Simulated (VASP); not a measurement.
## BaTiO3: electric field gradients with PBE

Crystal: BaTiO3.

```
Ba Ti O
1.0
     4.00730    0.04007    0.04007
     0.04007    4.00730    0.04007
     0.04007    0.04007    4.00730
Ba Ti O
1 1 3
Direct
  0.50000 0.50000 0.50000
  0.00000 0.00000 0.00000
  0.50000 0.00000 0.00000
  0.00000 0.50000 0.00000
  0.00000 0.00000 0.50000
```

This cell differs from its parent crystal: equal xy, yz and zx shear strains of +2 %.

| Quantity | Value |
| --- | --- |
| Program | VASP 6.6.1 |
| Task | electric field gradients |
| Functional | PBE |
| Potentials or basis | VASP PAW PBE potentials, release 64 (Ba_sv, Ti_sv, O) |
| Cutoff | 520 eV |
| k mesh | 8 × 8 × 8 |
| Occupations | fermi-dirac, width 0.05 eV |
| Spin | no spin polarisation |
| Dipole correction | no |
| Further INCAR settings | ALGO = Normal; EDIFF = 1e-08; NBANDS = 28 |

```yaml
Pressure: 3.4 GPa
Band_gap_on_the_k_mesh: 1.68 eV (least direct gap 1.78 eV)
Largest_electric_field_gradient_by_atom: Ba +27.4; Ti -7.3; O +25.6 V/Å²
```

Stress tensor (GPa, compression positive):
```
 3.37 -2.48 -2.48
-2.48  3.37 -2.48
-2.48 -2.48  3.37
```

Levels at points of the mesh, in eV from the valence-band top:
| k point | band 17 | band 18 | band 19 | band 20 | band 21 | band 22 | band 23 | band 24 |
| --- | --- | --- | --- | --- | --- | --- | --- | --- |
| (0.00, 0.00, 0.00) | -1.04 | -0.29 | -0.11 | -0.11 | 1.68 | 1.68 | 1.78 | 3.85 |
| (0.50, 0.00, 0.00) | -1.89 | -1.80 | -0.83 | -0.64 | 1.87 | 3.42 | 3.46 | 3.86 |
| (0.50, 0.50, 0.00) | -1.74 | -0.93 | -0.86 | -0.11 | 3.43 | 3.46 | 3.86 | 4.70 |
| (0.50, 0.50, 0.50) | -2.37 | -0.05 | 0.00 | 0.00 | 4.09 | 4.09 | 4.15 | 6.62 |

Electric field gradients, principal values (V/Å²):
| atom | least | middle | greatest (by size) |
| --- | --- | --- | --- |
| 1 Ba | -13.707 | -13.707 | 27.413 |
| 2 Ti | 3.642 | 3.642 | -7.285 |
| 3 O | -12.473 | -13.159 | 25.632 |
| 4 O | -12.473 | -13.159 | 25.632 |
| 5 O | -12.473 | -13.159 | 25.632 |

Wall time 3.7 min on 1 thread of Intel Xeon 8259CL, on a shared host, peak memory 0.25 GiB.

Caveat: the cell differs from its parent crystal (equal xy, yz and zx shear strains of +2 %); the cell stands under pressure; without QUAD_EFG the Cq values of the log hold for a quadrupole moment of 1 mb, not for the nuclei; spin-orbit coupling is left out, which moves the levels of the heavy elements. A k mesh can miss the band edges.
